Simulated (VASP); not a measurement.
# As10Se12S3 in VASP: further runs

Runs on As10Se12S3. Level: PBE+D3(BJ). Tasks: single point.

All numbers are computed with VASP 6.6.1; they aren't measurements. Logs are shortened: lines on timing, memory, paths and dates and some standing lists are left out, and cuts for length are marked.

### Step 1. The cell of the first run

The cell holds an amorphous packing of atoms, 25 atoms: a = 8.827 Å, b = 8.964 Å, c = 8.864 Å, α = 87.11°, β = 86.18°, γ = 86.85°.

### Step 2. Single point, PBE+D3(BJ)

The input, INCAR:

```
SYSTEM = As10Se12S3
PREC     = Accurate       ! precision mode
ENCUT    = 520            ! plane-wave cutoff, eV
EDIFF    = 1E-6           ! SCF threshold, eV
ISMEAR   = -1             ! smearing method
SIGMA    = 0.1181         ! smearing width, eV
LREAL    = Auto         
LASPH    = .True.         ! aspherical terms in the spheres
NELM     = 100            ! most SCF steps
ALGO     = Normal         ! electronic algorithm
ISIF     = 2              ! what is computed and relaxed
LWAVE    = .False.        ! write WAVECAR
LCHARG   = .False.        ! write CHGCAR
GGA      = PE             ! functional
IVDW     = 12             ! dispersion correction
NBANDS   = 88             ! bands
ISYM     = 0
```

The input, KPOINTS:

```
Automatic mesh
0
Gamma
  1 1 1
  0.25 0.25 0.25
```

The input, POSCAR:

```
As10Se12S3
1.0
    8.8186510000      0.2405820000      0.2922810000
    0.2405820000      8.9584340000      0.2205530000
    0.2922810000      0.2205530000      8.8565100000
As S Se
10 3 12
Direct
    0.0424433497      0.6321423525      0.6913546897
    0.2644580958      0.0070379806      0.9886415389
    0.6975522405      0.6910954109      0.5651107002
    0.0825850868      0.8708579835      0.5359335232
    0.5151201018      0.4576507387      0.4554934097
    0.5663223613      0.4792855984      0.1277272715
    0.7463578440      0.5682699457      0.7875473682
    0.9282836470      0.3275250626      0.6197558285
    0.2465698688      0.2489798496      0.8420161056
    0.5779693884      0.0658340924      0.4047036161
    0.4841336643      0.8443636429      0.1032413438
    0.1813760646      0.3137016230      0.6221130432
    0.3450408512      0.6556195018      0.2841645600
    0.8820968410      0.0367710472      0.4279079331
   -0.0102522510      0.9213401125      0.9437773132
    0.8207692256      0.5577331343      0.1366393798
    0.7215051820      0.1113904918      0.1705552454
    0.5383157290      0.9137953583      0.8701514742
    0.3408394254      0.5847366034      0.8967635897
    0.3889748770      0.6848712595      0.5458808970
    0.9424613052      0.5430926476      0.4469135985
    0.1748467307      0.9764820534      0.2745190347
    0.1893657108      0.4074507112      0.0488214346
    0.5121097839      0.2613404295      0.7208499312
    0.3979367385      0.2224859523      0.2837497737
```

Potentials or basis: VASP PAW PBE potentials, release 64 (As, S, Se).

Run with:

```console
$ cat potpaw_PBE.64/As/POTCAR potpaw_PBE.64/S/POTCAR potpaw_PBE.64/Se/POTCAR > POTCAR
$ mpirun -np 1 vasp_std > vasp.out
```

OUTCAR:

```text
SYSTEM = As10Se12S3
   PREC = Accurate
   ENCUT = 520
   EDIFF = 1E-6
   ISMEAR = -1
   LREAL = Auto
   LASPH = .True.
   NELM = 100
   ISIF = 2
   GGA = PE
   IVDW = 12
   ISYM = 0
 IVDW          = 12

 ion  position               nearest neighbor table
   1  0.042  0.632  0.691-   4 2.51  21 2.57   7 2.78
   2  0.264  0.007  0.989-   9 2.47  11 2.59  22 2.61  15 2.64  18 2.68
   3  0.698  0.691  0.565-   7 2.26  21 2.66  20 2.74
   4  0.083  0.871  0.536-  14 2.46   1 2.51  22 2.56
   5  0.515  0.458  0.455-  20 2.41  13 2.73   6 2.91
   6  0.566  0.479  0.128-  16 2.40  13 2.79   5 2.91
   7  0.746  0.568  0.788-   3 2.26   1 2.78
   8  0.928  0.328  0.620-  12 2.23  21 2.41
   9  0.247  0.249  0.842-  12 2.11  23 2.39   2 2.47  24 2.52
  10  0.578  0.066  0.405-  25 2.34  17 2.39  14 2.70
  11  0.484  0.844  0.103-  18 2.16  13 2.58   2 2.59
  12  0.181  0.314  0.622-   9 2.11   8 2.23
  13  0.345  0.656  0.284-  20 2.41  11 2.58   5 2.73   6 2.79
  14  0.882  0.037  0.428-   4 2.46  10 2.70
  15  0.990  0.921  0.944-   2 2.64
  16  0.821  0.558  0.137-   6 2.40
  17  0.722  0.111  0.171-  10 2.39
  18  0.538  0.914  0.870-  11 2.16   2 2.68
  19  0.341  0.585  0.897-  23 2.43
  20  0.389  0.685  0.546-  13 2.41   5 2.41   3 2.74
  21  0.942  0.543  0.447-   8 2.41   1 2.57   3 2.66
  22  0.175  0.976  0.275-   4 2.56   2 2.61
  23  0.189  0.407  0.049-   9 2.39  19 2.43
  24  0.512  0.261  0.721-   9 2.52
  25  0.398  0.222  0.284-  10 2.34

IMPORTANT INFORMATION: All symmetrisations will be switched off!
NOSYMM: (Re-)initialisation of all symmetry stuff for point group C_1.

----------------------------------------------------------------------------------------

                                     Primitive cell

  volume of cell :     698.0000

  direct lattice vectors                    reciprocal lattice vectors
     8.818651000  0.240582000  0.292281000     0.113598598 -0.002960249 -0.003675242
     0.240582000  8.958434000  0.220553000    -0.002960249  0.111772274 -0.002685763
     0.292281000  0.220553000  8.856510000    -0.003675242 -0.002685763  0.113099467

  length of vectors
     8.826772533  8.964377449  8.864075879     0.113696578  0.111843719  0.113191033

  position of ions in fractional coordinates (direct lattice)
     0.042443350  0.632142352  0.691354690
     0.264458096  0.007037981  0.988641539
     0.697552241  0.691095411  0.565110700
     0.082585087  0.870857984  0.535933523
     0.515120102  0.457650739  0.455493410
     0.566322361  0.479285598  0.127727271
[... 17 lines left out ...]
     0.512109784  0.261340430  0.720849931
     0.397936739  0.222485952  0.283749774

  ion indices of the primitive-cell ions
   primitive index   ion index
                 1           1
                 2           2
                 3           3
                 4           4
                 5           5
                 6           6
[... 17 lines left out ...]
                24          24
                25          25

----------------------------------------------------------------------------------------

 KPOINTS: Automatic mesh

Automatic generation of k-mesh.
 Grid dimensions read from file:
 generate k-points for:    1    1    1

 Generating k-lattice:

  Cartesian coordinates                     Fractional coordinates (reciprocal lattice)
     0.113598598 -0.002960249 -0.003675242     1.000000000 -0.000000000 -0.000000000
    -0.002960249  0.111772274 -0.002685763    -0.000000000  1.000000000 -0.000000000
    -0.003675242 -0.002685763  0.113099467     0.000000000  0.000000000  1.000000000

  Length of vectors
     0.113696578  0.111843719  0.113191033

  Shift w.r.t. Gamma in fractional coordinates (k-lattice)
     0.250000000  0.250000000  0.250000000

 Subroutine IBZKPT returns following result:
 ===========================================

 Found      1 irreducible k-points:

 Following reciprocal coordinates:
            Coordinates               Weight
  0.250000  0.250000  0.250000      2.000000
   k-points           NKPTS =      1   k-points in BZ     NKDIM =      1   number of bands    NBANDS=     88
   number of dos      NEDOS =    301   number of ions     NIONS =     25
   total plane-waves  NPLWV = 343000
   dimension x,y,z NGX =    70 NGY =   70 NGZ =   70
   dimension x,y,z NGXF=   140 NGYF=  140 NGZF=  140
   ions per type =              10   3  12
   NGX,Y,Z   is equivalent  to a cutoff of  13.18, 12.98, 13.13 a.u.
   NGXF,Y,Z  is equivalent  to a cutoff of  26.37, 25.96, 26.26 a.u.
 SYSTEM =  As10Se12S3
   PREC   = accura    normal or accurate (medium, high low for compatibility)
   ISTART =      0    job   : 0-new  1-cont  2-samecut
   ICHARG =      2    charge: 1-file 2-atom 10-const
   ISPIN  =      1    spin polarized calculation?
   LNONCOLLINEAR =      F non collinear calculations
   LSORBIT =      F    spin-orbit coupling
   LASPH  =      T    aspherical Exc in radial PAW
   ENCUT  =  520.0 eV  38.22 Ry    6.18 a.u.  16.41 16.67 16.48*2*pi/ulx,y,z
   NELM   =    100;   NELMIN=  2; NELMDL= -5     # of ELM steps
   EDIFF  = 0.1E-05   stopping-criterion for ELM
   LREAL  =      T    real-space projection
   EDIFFG = 0.1E-04   stopping-criterion for IOM
   NSW    =      0    number of steps for IOM
   IBRION =     -1    ionic relax: 0-MD 1-quasi-New 2-CG
   NFREE  =      0    steps in history (QN), initial steepest desc. (CG)
   ISIF   =      2    stress and relaxation
   ISYM   =      0    0-nonsym 1-usesym 2-fastsym
   POTIM  = 0.5000    time-step for ionic-motion
   TEBEG  =    0.0;   TEEND  =   0.0 temperature during run
   PSTRESS=    0.0 pullay stress
   NELECT =     140.0000    total number of electrons
   NUPDOWN=      -1.0000    fix difference up-down
   EMIN   =  10.00;   EMAX   =-10.00  energy-range for DOS
   EFERMI =   0.00;   METHOD = LEGACY
   ISMEAR =    -1;   SIGMA  =   0.12  broadening in eV -4-tet -1-fermi 0-gaus
   EFERMI_NEDOS =   21; number of points for ismear=-14 and -15
   IALGO  =     38    algorithm
   IMIX   =      4    mixing-type and parameters
     AMIX     =   0.40;   BMIX     =  1.00
     AMIX_MAG =   1.60;   BMIX_MAG =  1.00
  volume/ion in A,a.u.               =      27.92       188.41
  Fermi-wavevector in a.u.,A,eV,Ry     =   0.958295  1.810914 12.494618  0.918329
  Thomas-Fermi vector in A             =   2.087389
   LORBIT       =      0    0 simple, 1 ext, 2 COOP (PROOUT), +10 PAW based schemes
   GGA     = PE    functional components
   LHFCALC =     F    Hartree Fock is set to
   AEXX    =    0.0000 exact exchange contribution
   IVDW    =    12    specifies the selected vdW correction
   LEPSILON=     F    determine dielectric tensor
   LRPA    =     F    only Hartree local field effects (RPA)
 non-spin polarized calculation
  energy-cutoff  :      520.00
  volume of cell :      698.00
 maximum number of plane-waves:     18812
 NGX is ok and might be reduce to    70
   NGX = 33   NGY = 33   NGZ = 33

 number of electron     140.0000003 magnetization

 Free energy of the ion-electron system (eV)
  ---------------------------------------------------
  ext. energy  EPLUGINS =         0.00000000
  ---------------------------------------------------
  free energy    TOTEN  =       -91.13285575 eV

  energy without entropy =      -90.41932711  energy(sigma->0) =      -90.77609143

 E-fermi :   2.5755     XC(G=0):  -8.5814

 val. band max:        2.5028777103   @ k =   0.2500   0.2500   0.2500
 cond. band min:       2.5991703292   @ k =   0.2500   0.2500   0.2500
 fundamental gap:      0.0962926189
 Fermi energy:         2.5755215388

 k-point     1 :       0.2500    0.2500    0.2500
  band No.  band energies     occupation
      1     -13.1767      2.00000
      2     -12.7718      2.00000
      3     -12.5144      2.00000
      4     -12.1747      2.00000
      5     -11.9266      2.00000
      6     -11.6421      2.00000
[... 74 lines left out ...]
     81       4.2206      0.00000
     82       4.3100      0.00000
 [bands above 82 left out]

------------------------ aborting loop because EDIFF is reached ----------------------------------------

 Edisp (eV)   -7.43319

 E8    (eV) :    -3.0323

  FORCE on cell =-STRESS in cart. coord.  units (eV):
  Direction    XX          YY          ZZ          XY          YZ          ZX
  --------------------------------------------------------------------------------------
  -------------------------------------------------------------------------------------
  Total      -7.67902     0.17206     0.11947    -6.15409    -3.36877     3.12687
  in kB     -17.62630     0.39494     0.27424   -14.12599    -7.73261     7.17737
  external pressure =       -5.65 kB  Pullay stress =        0.00 kB

 VOLUME and BASIS-vectors are now :
 -----------------------------------------------------------------------------
  energy-cutoff  :      520.00
  volume of cell :      698.00
      direct lattice vectors                 reciprocal lattice vectors
     8.818651000  0.240582000  0.292281000     0.113598598 -0.002960249 -0.003675242
     0.240582000  8.958434000  0.220553000    -0.002960249  0.111772274 -0.002685763
     0.292281000  0.220553000  8.856510000    -0.003675242 -0.002685763  0.113099467

 POSITION                                       TOTAL-FORCE (eV/Angst)
 -----------------------------------------------------------------------------------
      0.72844      5.82570      6.27482        -0.697193      0.195165      0.315257
      2.62282      0.34472      8.83476        -1.105527     -1.859497      0.160867
      6.48291      6.48359      5.36121        -0.341741      0.463182     -2.116679
      1.09444      7.93959      4.96271         0.097799      1.035006      0.538677
      4.78590      4.32422      4.28558         0.388508     -1.207074      0.020581
      5.14684      4.45807      1.40245         0.906216      0.696757      0.311562
[... 17 lines left out ...]
      4.78968      2.62339      6.59153         0.091279     -0.124527     -0.253867
      3.64573      2.15144      2.67841        -0.616346      0.617214      0.006055
 -----------------------------------------------------------------------------------
    total drift:                                0.006894      0.000455     -0.017450

  FREE ENERGIE OF THE ION-ELECTRON SYSTEM (eV)
  ---------------------------------------------------
  free  energy   TOTEN  =       -98.5660411904 eV

  energy  without entropy=      -97.8525125523  energy(sigma->0) =      -98.20927687
```

It took 94 s on 1 thread of Intel Xeon 6975P-C (Granite Rapids), shared host; peak memory 0.68 GiB.

What came out:

```
Free energy                : -98.5660 eV
Pressure                   : -0.6 GPa
Largest force              : 2.276 eV/Å
Band gap on the k mesh     : 0.10 eV
Dispersion energy per atom : -0.297 eV
```

Forces in eV/Å, atoms in the order of the input:
```
As  -0.697  0.195  0.315
As  -1.106 -1.859  0.161
As  -0.342  0.463 -2.117
As   0.098  1.035  0.539
As   0.389 -1.207  0.021
As   0.906  0.697  0.312
As   0.678 -0.757  1.719
As  -1.294 -0.450  0.184
As   1.053 -0.412  0.873
As   0.201 -0.484  0.025
S    0.414  0.052  0.613
S   -0.363  0.483 -2.195
S    0.414 -0.159  0.334
Se   0.772  0.346  0.222
Se   1.246  0.327 -0.280
Se  -1.313 -0.552 -0.046
Se   0.309 -0.302  0.254
Se   0.203  0.019 -1.021
Se  -0.219  0.345  0.425
Se  -1.181  0.511  0.281
Se   0.627  0.219 -0.571
Se  -0.168  0.073  0.623
Se  -0.101  0.925 -0.422
Se   0.091 -0.125 -0.254
Se  -0.616  0.617  0.006
```

Caveat: the k points lie up to 0.71 Å⁻¹ apart.

### Step 3. Single point, PBE+D3(BJ)

The input, INCAR:

```
SYSTEM = As10Se12S3
ALGO = Normal
EDIFF = 1E-6
ENCUT = 520
GGA = PE
ISIF = 2
ISMEAR = -1
ISYM = 0
IVDW = 12
LASPH = .True.
LCHARG = .False.
LREAL = Auto
LWAVE = .False.
NBANDS = 88
NELM = 60
PREC = Accurate
SIGMA = 0.1181
```

KPOINTS is that of step 2.

The input, POSCAR:

```
As10Se12S3
1.0
    8.8186510000      0.2405820000      0.2922810000
    0.2405820000      8.9584340000      0.2205530000
    0.2922810000      0.2205530000      8.8565100000
As S Se
10 3 12
Direct
    0.0521500659      0.6312935192      0.6914678408
    0.2547203820      0.0001846114      0.9936343272
    0.6862202326      0.7115773339      0.5550465532
    0.0847636224      0.8713346482      0.5422889753
    0.5105307193      0.4593907896      0.4590979465
    0.5774954126      0.4755687090      0.1416897805
    0.7528250097      0.5770965600      0.7967672566
    0.9140767654      0.3279605949      0.6087073843
    0.2517978012      0.2498702171      0.8439474083
    0.5951715437      0.0946427898      0.4232554262
    0.5106767055      0.8501979469      0.1034861581
    0.1796263338      0.3020479278      0.6186572430
    0.3421949940      0.6629173084      0.2974391158
    0.8937658181      0.0235889524      0.4283004952
   -0.0057088830      0.9060255212      0.9485639322
    0.8251821812      0.5444115927      0.1476411495
    0.7137719123      0.1024190310      0.1528167650
    0.5548851149      0.9096789305      0.8475557761
    0.3502329495      0.5812711519      0.9060543563
    0.3951490311      0.6940404725      0.5563582876
    0.9563332842      0.5579156958      0.4222000507
    0.1679292012      0.9738635755      0.2888724737
    0.1879225284      0.4188468268      0.0491472252
    0.4957295106      0.2581351191      0.7348708699
    0.3955981276      0.2293202980      0.2995536508
```

Potentials or basis: VASP PAW PBE potentials, release 64 (As, S, Se).

Run with:

```console
$ cat potpaw_PBE.64/As/POTCAR potpaw_PBE.64/S/POTCAR potpaw_PBE.64/Se/POTCAR > POTCAR
$ mpirun -np 1 vasp_std > vasp.out
```

It took 96 s on 1 thread of Intel Xeon 6975P-C (Granite Rapids), shared host; peak memory 0.71 GiB.

The run converged. Its results:

```
Free energy                : -99.0339 eV
Pressure                   : -2.1 GPa
Largest force              : 1.805 eV/Å
Band gap on the k mesh     : 0.18 eV
Dispersion energy per atom : -0.297 eV
```

Forces on the atoms (eV/Å):
```
As  -1.141 -0.149  0.180
As  -0.899 -1.528 -0.125
As   0.337 -0.478 -0.263
As   0.486  0.468  1.442
As   0.188 -1.201 -0.495
As   0.075  0.304  0.309
As   0.740  0.062 -0.661
As  -0.068  0.897 -0.486
As  -0.396 -0.680  1.032
As  -0.139 -0.059 -0.945
S    0.553  0.628 -1.066
S   -1.246  0.322 -1.265
S    0.741  0.053  0.380
Se   0.413  0.503 -0.052
Se   1.202  0.506 -0.249
Se  -0.402 -0.387 -0.132
Se  -0.536 -0.553  0.928
Se  -0.421 -0.401  0.836
Se   0.135  0.830  0.514
Se  -0.935  0.520  0.134
Se  -0.096 -0.631  0.855
Se   0.179  0.248 -0.312
Se   0.025  0.478 -0.444
Se   1.357 -0.149 -0.405
Se  -0.152  0.399  0.289
```

Stress tensor (GPa, compression positive):
```
-1.93 -1.03  0.90
-1.03 -1.39  0.02
 0.90  0.02 -3.00
```

Levels at points of the mesh, in eV from the valence-band top:
```
           k point  band 66  band 67  band 68  band 69  band 70  band 71  band 72  band 73  band 74  band 75
(0.25, 0.25, 0.25)    -0.60    -0.51    -0.25    -0.16     0.00     0.18     0.29     0.47     0.59     0.66
```

Caveat: the k points lie up to 0.71 Å⁻¹ apart.

### Step 4. Single point, PBE+D3(BJ)

The input, INCAR:

```
  PREC = Accurate
  ENCUT = 520
  EDIFF = 1E-7
  ISMEAR = -1
  SIGMA = 0.0655
  LREAL = Auto
  LASPH = T
  NELM = 100
  ALGO = Normal
  ISIF = 2
  LWAVE = F
  LCHARG = T
  GGA = PE
  IVDW = 12
  LELF = T
  LVHAR = T
  NBANDS = 88
  ISYM = 0
```

KPOINTS is that of step 3.

The input, POSCAR:

```
As10Se12S3
1.0
    8.8186510000      0.2405820000      0.2922810000
    0.2405820000      8.9584340000      0.2205530000
    0.2922810000      0.2205530000      8.8565100000
As S Se
10 3 12
Direct
    0.0532072336      0.6385295309      0.6902134061
    0.2417358068     -0.0038485675      1.0025837525
    0.6838754767      0.7044113620      0.5467038543
    0.0883118368      0.8746161293      0.5500215002
    0.5146397994      0.4466837507      0.4471352851
    0.5788360438      0.4661305351      0.1403147215
    0.7632737446      0.5943694350      0.7982785120
    0.9110002266      0.3312878577      0.6152368610
    0.2340159855      0.2510525137      0.8372934924
    0.6094632333      0.0907778245      0.4118192330
    0.5121712015      0.8404078586      0.1142151496
    0.1576460934      0.3274548273      0.6140371205
    0.3365894305      0.6749118362      0.2931789694
    0.9080362881      0.0258952494      0.4197944756
    1.0043462755      0.9112936427      0.9491614778
    0.8166357260      0.5375518177      0.1489876066
    0.7235014393      0.1065120148      0.1601008446
    0.5474897050      0.8987131255      0.8405581076
    0.3429581983      0.5759903048      0.9159762079
    0.3881477010      0.6895622052      0.5642913279
    0.9556284265      0.5486793929      0.4314376749
    0.1733195201      0.9787009361      0.2937919756
    0.1953274925      0.4248216851      0.0521674777
    0.5023583986      0.2621500305      0.7391278516
    0.3895663034      0.2269899683      0.3037352019
```

Run with:

```console
$ cat potpaw_PBE.64/As/POTCAR potpaw_PBE.64/S/POTCAR potpaw_PBE.64/Se/POTCAR > POTCAR
$ mpirun -np 1 vasp_std > vasp.out
```

Wall time 1.8 min (1 thread of Intel Xeon 6975P-C (Granite Rapids), shared host); peak memory 0.67 GiB.

The run converged. Its results:

| Property | Result |
| --- | --- |
| Free energy | -99.1768 eV |
| Pressure | -1.4 GPa |
| Largest force | 2.607 eV/Å |
| Band gap on the k mesh | 0.16 eV |
| Dispersion energy per atom | -0.297 eV |

Forces on the atoms (eV/Å):
```
As  -1.050 -0.241 -0.023
As  -0.107 -0.704 -0.343
As   0.192 -0.397 -0.169
As   0.864  0.722  1.700
As  -0.096 -0.567  0.134
As  -0.543  0.021  0.153
As   0.322  0.036 -0.786
As  -1.774  0.590 -0.213
As   1.078 -1.050  0.401
As  -0.730  0.266 -0.545
S   -0.022  0.531 -1.408
S    1.004  0.084 -0.393
S    1.135 -0.015  0.606
Se   0.045  0.608 -0.161
Se   0.595 -0.001 -0.380
Se   0.530 -0.067 -0.155
Se  -0.313 -0.347  0.231
Se  -0.244 -0.373  1.389
Se   1.524  2.081 -0.374
Se  -0.606  0.080 -0.640
Se  -0.283 -0.110  0.496
Se   0.281  0.084 -0.225
Se  -1.362 -1.022  0.437
Se  -0.500 -0.270 -0.175
Se   0.060  0.061  0.445
```

Stress tensor (GPa, compression positive):
```
-0.68  0.10  0.44
 0.10 -0.78 -0.50
 0.44 -0.50 -2.84
```

Levels at points of the mesh, in eV from the valence-band top:
```csv
k point,band 67,band 68,band 69,band 70,band 71,band 72,band 73,band 74
"(0.25, 0.25, 0.25)",-0.45,-0.26,-0.14,0.00,0.16,0.33,0.45,0.56
```

Caveat: the k points lie up to 0.71 Å⁻¹ apart.
